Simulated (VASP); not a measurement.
# Y (I4_1/amd) in VASP: relaxation of cell and atoms with PBE

Aim: the relaxation of cell and atoms of Y with PBE.

Everything below comes from runs of VASP 6.6.1. Logs are shortened: lines on timing, memory, paths and dates and some standing lists are left out, and cuts for length are marked.

**1. The cell of the first run**

It takes space group I4_1/amd (No. 141, tetragonal). The conventional cell has a = 4.735 Å, b = 4.735 Å, c = 2.850 Å, α = 90.00°, β = 90.00°, γ = 90.00°. Y (site symmetry -4m2) has 10 Y at 2.47 to 3.19 Å within 3.3 Å.

**2. Relaxation of cell and atoms, PBE, target pressure 81 GPa, at which the enthalpy is minimised**

INCAR

```
SYSTEM = Y
PREC = Accurate
ENCUT = 600
EDIFF = 1E-6
ISMEAR = -1
SIGMA = 0.05
LREAL = .False.
LASPH = .True.
NELM = 80
ALGO = Normal
ISIF = 3
LWAVE = .False.
LCHARG = .False.
GGA = PE
IBRION = 2
NSW = 32
EDIFFG = -0.005
PSTRESS = 810.0
```

KPOINTS

```
regular mesh
0
Gamma
  16 16 16
  0 0 0
```

POSCAR

```
Y
1.0
   -2.3675476276      2.3675476276      1.4250363801
    2.3675476276     -2.3675476276      1.4250363801
    2.3675476276      2.3675476276     -1.4250363801
Y
2
Direct
   -0.3750000000     -0.1250000000     -0.2500000000
    0.3750000000      0.1250000000      0.2500000000
```

Potentials or basis: VASP PAW PBE potentials, release 64 (Y_sv).

Command:

```bash
> cat potpaw_PBE.64/Y_sv/POTCAR > POTCAR
> mpirun -np 1 vasp_std > vasp.out
```

OUTCAR:

```text
SYSTEM = Y
   PREC = Accurate
   ENCUT = 600
   EDIFF = 1E-6
   ISMEAR = -1
   LREAL = .False.
   LASPH = .True.
   NELM = 80
   ISIF = 3
   GGA = PE
   IBRION = 2
   NSW = 32
   EDIFFG = -0.005
   PSTRESS = 810.0

 ion  position               nearest neighbor table
   1  0.625  0.875  0.750-   2 2.47   2 2.47   2 2.47   2 2.47   2 3.19   2 3.19   2 3.19   2 3.19
                             2 4.28   2 4.28
   2  0.375  0.125  0.250-   1 2.47   1 2.47   1 2.47   1 2.47   1 3.19   1 3.19   1 3.19   1 3.19
                             1 4.28   1 4.28

  LATTYP: Found a body centered tetragonal cell.
 ALAT       =     4.7350952552
 C/A-ratio  =     0.6019039970

  Lattice vectors:

 A1 = (  -2.3675476276,   2.3675476276,   1.4250363801)
 A2 = (   2.3675476276,  -2.3675476276,   1.4250363801)
 A3 = (   2.3675476276,   2.3675476276,  -1.4250363801)

Analysis of symmetry for initial positions (statically):
=====================================================================
 Subroutine PRICEL returns:
 Original cell was already a primitive cell.

 Routine SETGRP: Setting up the symmetry group for a
 body centered tetragonal supercell.

 Subroutine GETGRP returns: Found 16 space group operations
 (whereof  4 operations were pure point group operations)
 out of a pool of 16 trial point group operations.

The static configuration has the point symmetry C_2h.
 The point group associated with its full space group is D_4h.

Analysis of symmetry for dynamics (positions and initial velocities):
=====================================================================
 Subroutine PRICEL returns:
 Original cell was already a primitive cell.

 Routine SETGRP: Setting up the symmetry group for a
 body centered tetragonal supercell.

 Subroutine GETGRP returns: Found 16 space group operations
 (whereof  4 operations were pure point group operations)
 out of a pool of 16 trial point group operations.

The dynamic configuration has the point symmetry C_2h.
 The point group associated with its full space group is D_4h.

 Subroutine INISYM returns: Found 16 space group operations
 (whereof  4 operations are pure point group operations),
 and found     1 'primitive' translations

----------------------------------------------------------------------------------------

                                     Primitive cell

  volume of cell :      31.9509

  direct lattice vectors                    reciprocal lattice vectors
    -2.367547628  2.367547628  1.425036380     0.000000000  0.211188993  0.350868235
     2.367547628 -2.367547628  1.425036380     0.211188993  0.000000000  0.350868235
     2.367547628  2.367547628 -1.425036380     0.211188993  0.211188993  0.000000000

  length of vectors
     3.638858643  3.638858643  3.638858643     0.409523271  0.409523271  0.298666339

  position of ions in fractional coordinates (direct lattice)
     0.625000000  0.875000000  0.750000000
     0.375000000  0.125000000  0.250000000

  ion indices of the primitive-cell ions
   primitive index   ion index
                 1           1
                 2           2

----------------------------------------------------------------------------------------

 KPOINTS: regular mesh

Automatic generation of k-mesh.
 Grid dimensions read from file:
 generate k-points for:   16   16   16

 Generating k-lattice:

  Cartesian coordinates                     Fractional coordinates (reciprocal lattice)
     0.000000000  0.013199312  0.021929265     0.062500000  0.000000000  0.000000000
     0.013199312  0.000000000  0.021929265     0.000000000  0.062500000  0.000000000
     0.013199312  0.013199312  0.000000000     0.000000000  0.000000000  0.062500000

  Length of vectors
     0.025595204  0.025595204  0.018666646

  Shift w.r.t. Gamma in fractional coordinates (k-lattice)
     0.000000000  0.000000000  0.000000000

 Subroutine IBZKPT returns following result:
 ===========================================

 Found    349 irreducible k-points:

 Following reciprocal coordinates:
            Coordinates               Weight
  0.000000  0.000000  0.000000      1.000000
  0.062500  0.000000  0.000000      8.000000
  0.125000  0.000000  0.000000      8.000000
  0.187500  0.000000 -0.000000      8.000000
  0.250000  0.000000  0.000000      8.000000
  0.312500  0.000000  0.000000      8.000000
[... 16 lines left out ...]
 -0.125000  0.062500  0.000000     16.000000
 -0.062500  0.062500  0.000000      4.000000
 [... further k-points ...]
   k-points           NKPTS =    349   k-points in BZ     NKDIM =    349   number of bands    NBANDS=     15
   number of dos      NEDOS =    301   number of ions     NIONS =      2
   total plane-waves  NPLWV =  27000
   dimension x,y,z NGX =    30 NGY =   30 NGZ =   30
   dimension x,y,z NGXF=    60 NGYF=   60 NGZF=   60
   ions per type =               2
   NGX,Y,Z   is equivalent  to a cutoff of  13.71, 13.71, 13.71 a.u.
   NGXF,Y,Z  is equivalent  to a cutoff of  27.41, 27.41, 27.41 a.u.
 SYSTEM =  Y
   PREC   = accura    normal or accurate (medium, high low for compatibility)
   ISTART =      0    job   : 0-new  1-cont  2-samecut
   ICHARG =      2    charge: 1-file 2-atom 10-const
   ISPIN  =      1    spin polarized calculation?
   LNONCOLLINEAR =      F non collinear calculations
   LSORBIT =      F    spin-orbit coupling
   LASPH  =      T    aspherical Exc in radial PAW
   ENCUT  =  600.0 eV  44.10 Ry    6.64 a.u.   7.27  7.27  7.27*2*pi/ulx,y,z
   NELM   =     80;   NELMIN=  2; NELMDL= -5     # of ELM steps
   EDIFF  = 0.1E-05   stopping-criterion for ELM
   LREAL  =      F    real-space projection
   EDIFFG = -.5E-02   stopping-criterion for IOM
   NSW    =     32    number of steps for IOM
   IBRION =      2    ionic relax: 0-MD 1-quasi-New 2-CG
   NFREE  =      1    steps in history (QN), initial steepest desc. (CG)
   ISIF   =      3    stress and relaxation
   ISYM   =      2    0-nonsym 1-usesym 2-fastsym
   POTIM  = 0.5000    time-step for ionic-motion
   TEBEG  =    0.0;   TEEND  =   0.0 temperature during run
   PSTRESS=  810.0 pullay stress
   NELECT =      22.0000    total number of electrons
   NUPDOWN=      -1.0000    fix difference up-down
   EMIN   =  10.00;   EMAX   =-10.00  energy-range for DOS
   EFERMI =   0.00;   METHOD = LEGACY
   ISMEAR =    -1;   SIGMA  =   0.05  broadening in eV -4-tet -1-fermi 0-gaus
   EFERMI_NEDOS =   21; number of points for ismear=-14 and -15
   IALGO  =     38    algorithm
   IMIX   =      4    mixing-type and parameters
     AMIX     =   0.40;   BMIX     =  1.00
     AMIX_MAG =   1.60;   BMIX_MAG =  1.00
  volume/ion in A,a.u.               =      15.98       107.81
  Fermi-wavevector in a.u.,A,eV,Ry     =   1.445621  2.731828 28.433747  2.089821
  Thomas-Fermi vector in A             =   2.563783
   LORBIT       =      0    0 simple, 1 ext, 2 COOP (PROOUT), +10 PAW based schemes
   GGA     = PE    functional components
   LHFCALC =     F    Hartree Fock is set to
   AEXX    =    0.0000 exact exchange contribution
   IVDW    =     0    specifies the selected vdW correction
   LEPSILON=     F    determine dielectric tensor
   LRPA    =     F    only Hartree local field effects (RPA)
 conjugate gradient relaxation of ions
 non-spin polarized calculation
  energy-cutoff  :      600.00
  volume of cell :       31.95
 maximum number of plane-waves:      1090
 NGX is ok and might be reduce to    30
   NGX = 15   NGY = 15   NGZ = 15

--------------------------------------- Ionic step        1  -------------------------------------------

 number of electron      21.9999999 magnetization

 Free energy of the ion-electron system (eV)
  ---------------------------------------------------
  ext. energy  EPLUGINS =         0.00000000
  ---------------------------------------------------
  free energy    TOTEN  =        -7.13266523 eV

  energy without entropy =       -7.12115976  energy(sigma->0) =       -7.12691249

------------------------ aborting loop because EDIFF is reached ----------------------------------------

  FORCE on cell =-STRESS in cart. coord.  units (eV):
  Direction    XX          YY          ZZ          XY          YZ          ZX
  --------------------------------------------------------------------------------------
  -------------------------------------------------------------------------------------
  Total       16.2329803     16.2329803     16.0808016      0.0000000      0.0000000     -0.0000000
  in kB      814.0019654    814.0019654    806.3709719      0.0000000      0.0000000     -0.0000000
  external PRESSURE =       1.4583009 kB  Pullay stress =     810.0000000 kB
[... 137 lines left out ...]
  enthalpy is  TOTEN    =         9.0204397655 eV   P V=       16.1399262792

--------------------------------------- Ionic step        5  -------------------------------------------

 number of electron      21.9999999 magnetization

 Free energy of the ion-electron system (eV)
  ---------------------------------------------------
  ext. energy  EPLUGINS =         0.00000000
  ---------------------------------------------------
  free energy    TOTEN  =        -7.14068553 eV

  energy without entropy =       -7.12916519  energy(sigma->0) =       -7.13492536

 E-fermi :   7.4282     XC(G=0): -12.6628

 val. band max:        7.4265927659   @ k =  -0.4375   0.3125   0.0625
 cond. band min:       7.4296655751   @ k =  -0.0625  -0.3750   0.0625
 fundamental gap:      0.0030728092
 Fermi energy:         7.4281899907

 k-point     1 :       0.0000    0.0000    0.0000
  band No.  band energies     occupation
      1     -35.5831      2.00000
      2     -33.3423      2.00000
      3     -16.7040      2.00000
      4     -16.7040      2.00000
      5     -13.3873      2.00000
      6     -13.2910      2.00000
      7     -12.5643      2.00000
      8     -12.5643      2.00000
      9       2.3368      2.00000
     10       3.2144      2.00000
     11       6.5335      2.00000
     12       7.0510      1.99894
     13       8.6717      0.00000
     14      11.1445      0.00000
     15      11.1445      0.00000
[... 397 lines left out ...]
 k-point    24 :      -0.0625    0.0625    0.0000
  band No.  band energies     occupation
      1     -35.5635      2.00000
      2     -33.3661      2.00000
      3     -16.6785      2.00000
      4     -16.6783      2.00000
      5     -13.4363      2.00000
      6     -13.2860      2.00000
      7     -12.6271      2.00000
      8     -12.5642      2.00000
      9       2.4322      2.00000
     10       3.3148      2.00000
     11       6.5823      2.00000
     12       6.9619      1.99982
     13       8.5283      0.00000
     14      11.2112      0.00000
     15      11.3183      0.00000

 [... further k-points ...]
[... 5 lines left out ...]
  --------------------------------------------------------------------------------------
  -------------------------------------------------------------------------------------
  Total       16.1584840     16.1584840     16.1578303      0.0000000      0.0000000      0.0000000
  in kB      809.8711620    809.8711620    809.8383972      0.0000000      0.0000000      0.0000000
  external PRESSURE =      -0.1397596 kB  Pullay stress =     810.0000000 kB
[... 17 lines left out ...]
  FREE ENERGIE OF THE ION-ELECTRON SYSTEM (eV)
  ---------------------------------------------------
  free  energy   TOTEN  =        -7.1406855336 eV

  energy  without entropy=       -7.1291651920  energy(sigma->0) =       -7.13492536

  enthalpy is  TOTEN    =         9.0203690212 eV   P V=       16.1610545548

 reached required accuracy - stopping structural energy minimisation
```

Wall time 14 min (1 thread of Oxide Virtual Turin-like, shared host); peak memory 0.32 GiB.

What came out:

| Property | Result |
| --- | --- |
| Free energy | -7.1407 eV |
| Relaxed volume | 15.98 Å³/atom |
| Relaxed cell | a = 3.641 Å, b = 3.641 Å, c = 3.641 Å, α = 98.78°, β = 98.78°, γ = 134.00° |
| Space group after relaxing (to 0.05 Å) | I4_1/amd (No. 141) |
| Energy change on relaxing (the enthalpy is what falls) | -4.0 meV/atom |
| Ionic steps | 5 |
| Pressure after relaxing | 81.0 GPa |
| Band gap on the k mesh | zero (band 11 reaches 9.28 eV, above the bottom of band 12 at 6.02 eV) |

The path:
| step | energy change (eV) | largest force (eV/Å) | pressure (GPa) | volume (Å³) |
| --- | --- | --- | --- | --- |
| 1 | 0.0000 | 0.0000 | 81.15 | 31.95 |
| 2 | -0.0340 | 0.0000 | 80.55 | 32.02 |
| 3 | -0.0192 | 0.0000 | 80.81 | 31.99 |
| 4 | 0.0132 | 0.0000 | 81.37 | 31.92 |
| 5 | -0.0080 | 0.0000 | 80.99 | 31.97 |

Final structure:
```
Y
1.0
    -2.37004    2.37004    1.42274
     2.37004   -2.37004    1.42274
     2.37004    2.37004   -1.42274
Y
2
Direct
  0.62500 0.87500 0.75000
  0.37500 0.12500 0.25000
```

Caveat: the cell is relaxed towards a set pressure, so the enthalpy falls and the energy may rise.
